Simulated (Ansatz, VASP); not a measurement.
One calculation of Cs2AgBiBr6, two programs

```
Cs Ag Bi Br
1.0
     0.00000    5.61610    5.61610
     5.61610    0.00000    5.61610
     5.61610    5.61610    0.00000
Cs Ag Bi Br
2 1 1 6
Direct
  0.25000 0.25000 0.25000
  0.75000 0.75000 0.75000
  0.50000 0.50000 0.50000
  0.00000 0.00000 0.00000
  0.25362 0.74638 0.25362
  0.25362 0.74638 0.74638
  0.74638 0.25362 0.74638
  0.74638 0.25362 0.25362
  0.25362 0.25362 0.74638
  0.74638 0.74638 0.25362
```

Alike in both runs: functional PBEsol; k mesh 4 × 4 × 4; occupations gaussian, width 0.02 eV; no spin polarisation.

Ansatz relaxed the structure, and its values are those at the end. VASP's run is a single point on that final structure, the one shown.

|  | VASP | Ansatz |
| --- | --- | --- |
| version | VASP 6.6.1 | Ansatz 0.2.0 |
| potentials or method | VASP PAW PBE potentials, release 64 (Cs_sv, Ag, Bi_d, Br), cutoff 520 eV | scalar-relativistic, plane waves, PAW |
| valence electrons in the cell | 86 | 94 |

```tsv
	VASP	Ansatz	Ansatz less VASP
gap on the k mesh at the Fermi level (eV)	1.12	1.12	-0.003
least direct gap on the mesh (eV)	2.33	2.33	-0.003
pressure (GPa)	-0.3	-0.3	-0.01
```

VASP's potentials were made for PBE, not for PBEsol. VASP's potentials hold 86 valence electrons a cell and Ansatz's 94, so a difference there can come from the potentials and not from the codes. Ansatz's warnings: stress scf threshold loose.

Spin-orbit coupling is off throughout.
